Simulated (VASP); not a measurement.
Here is a VASP 6.6.1 calculation.

Contents of INCAR:

```
ALGO     = Normal         # electronic algorithm
EDIFF    = 1E-6           # SCF threshold, eV
EDIFFG   = -0.04          # ionic threshold
ENCUT    = 600            # plane-wave cutoff, eV
GGA      = PE             # functional
IBRION   = 2              # ionic algorithm
ISIF     = 3              # what is computed and relaxed
ISMEAR   = 0              # smearing method
LASPH    = True           # aspherical terms in the spheres
LCHARG   = False          # write CHGCAR
LREAL    = False          # projectors in reciprocal space
LWAVE    = False          # write WAVECAR
NELM     = 80             # most SCF steps
NSW      = 90             # ionic steps
PREC     = Accurate       # precision mode
SIGMA    = 0.1            # smearing width, eV
```

File KPOINTS:

```
k-points
0
Gamma
  4 4 4
```

Contents of POSCAR:

```
SbTeS
1.0
    4.2116018500      0.0000000000      0.0000000000
    0.0000000000      4.2116018500      0.0000000000
    0.0000000000      0.0000000000      4.4419589800
Sb Te S
1 1 1
Direct
    0.5000000000      0.5000000000      0.5000000000
    0.5000000000      0.5000000000      0.0000000000
    0.0000000000      0.0000000000      0.0000000000
```

Potentials or basis: VASP PAW PBE potentials, release 64 (Sb, Te, S).

Command:

```bash
$ cat potpaw_PBE.64/Sb/POTCAR potpaw_PBE.64/Te/POTCAR potpaw_PBE.64/S/POTCAR > POTCAR
$ mpirun -np 1 vasp_std > vasp.out
```

Problem. What does it give for the relaxed cell?

Solution. a = 3.805 Å, b = 3.805 Å, c = 6.178 Å, α = 90.00°, β = 90.00°, γ = 90.00°.

Problem. What does it give for the relaxed volume?

Solution. 29.81 Å³/atom.

Final structure:
```cif
data_structure
_symmetry_space_group_name_H-M 'P 1'
_symmetry_Int_Tables_number 1
_cell_length_a 3.8049
_cell_length_b 3.8049
_cell_length_c 6.1778
_cell_angle_alpha 90.000
_cell_angle_beta 90.000
_cell_angle_gamma 90.000
_cell_volume 89.44
loop_
_atom_site_label
_atom_site_type_symbol
_atom_site_fract_x
_atom_site_fract_y
_atom_site_fract_z
_atom_site_occupancy
Sb1 Sb 0.50000 0.50000 0.50000 1
Te1 Te 0.50000 0.50000 0.00000 1
S1 S 0.00000 0.00000 0.00000 1
```

Caveat: the k points lie up to 0.41 Å⁻¹ apart in the final cell.
